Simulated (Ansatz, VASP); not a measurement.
## CdI2 in VASP and in Ansatz

```xyz
3
Lattice="4.2045 0.0000 0.0000 -2.1023 3.6412 0.0000 0.0000 0.0000 6.9403" Properties=species:S:1:pos:R:3 pbc="T T T"
Cd    0.0000    0.0000    0.0000
I     0.0000    2.4275    1.7379
I     2.1023    1.2137    5.2024
```

Change from the starting cell: epitaxial_xy strain -1.0%.

Alike in both runs: task single point; functional HSE06; k mesh 6 × 6 × 4; no spin polarisation.

```csv
,VASP,Ansatz
version,VASP 6.6.1,Ansatz 0.2.0
potentials or method,"VASP PAW PBE potentials, release 64 (Cd, I)","plane waves, PAW"
plane-wave cutoff (eV),400,420
occupations,"gaussian, width 0.01 eV",fixed
valence electrons in the cell,26,54
```

```tsv
	VASP	Ansatz	Ansatz less VASP
gap on the k mesh at the Fermi level (eV)	3.27	3.27	-0.001
pressure (GPa)	1.0	1.2	+0.17
traceless stress, the component that is largest in VASP (GPa)	-0.44	-0.43	+0.005
rms of the force components (eV/Å)	0.029	0.037	+0.0076
```

Atom by atom the forces differ by 0.008 eV/Å (rms over components). VASP's potentials hold 26 valence electrons a cell and Ansatz's 54, so a difference there can come from the potentials and not from the codes. Ansatz's warnings: stress exchange threshold loose, stress scf threshold loose.

Neither program's run includes spin-orbit coupling.
